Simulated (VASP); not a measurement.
SnTe: single point with LDA

Crystal: SnTe.

```
Te Sn
1.0
     0.00000    3.68197    3.68197
     3.68197    0.00000    3.68197
     3.68197    3.68197    0.00000
Te Sn
1 1
Direct
  0.25000 0.25000 0.25000
  0.00000 0.00000 0.00000
```

This cell differs from its parent crystal: volume scaled by 1.06.

```
Program                : VASP 6.6.1
Task                   : single point
Functional             : LDA
Potentials or basis    : VASP PAW LDA potentials, release 64 (Te, Sn_d)
Cutoff                 : 520 eV
k mesh                 : 7 × 7 × 7
Occupations            : fermi-dirac, width 0.05 eV
Spin                   : no spin polarisation
Dipole correction      : no
Further INCAR settings : ALGO = Normal; EDIFF = 1e-07; NBANDS = 17
```

| Quantity | Value |
| --- | --- |
| Pressure | -3.2 GPa |
| Band gap on the k mesh | 0.37 eV, indirect (least direct gap 0.81 eV) |

Levels at points of the mesh, in eV from the valence-band top:
| k point | band 6 | band 7 | band 8 | band 9 | band 10 | band 11 | band 12 | band 13 | band 14 | band 15 |
| --- | --- | --- | --- | --- | --- | --- | --- | --- | --- | --- |
| (0.00, 0.00, 0.00) | -11.03 | -5.19 | -1.53 | -1.53 | -1.53 | 1.25 | 1.25 | 1.25 | 4.13 | 6.68 |

Run time: 31 s on 1 thread of Intel(R) Xeon(R) Platinum 8488C (Sapphire Rapids), on a shared host, peak memory 0.21 GiB.

Caveat: spin-orbit coupling is left out, which moves the levels of the heavy elements. A k mesh can miss the band edges.
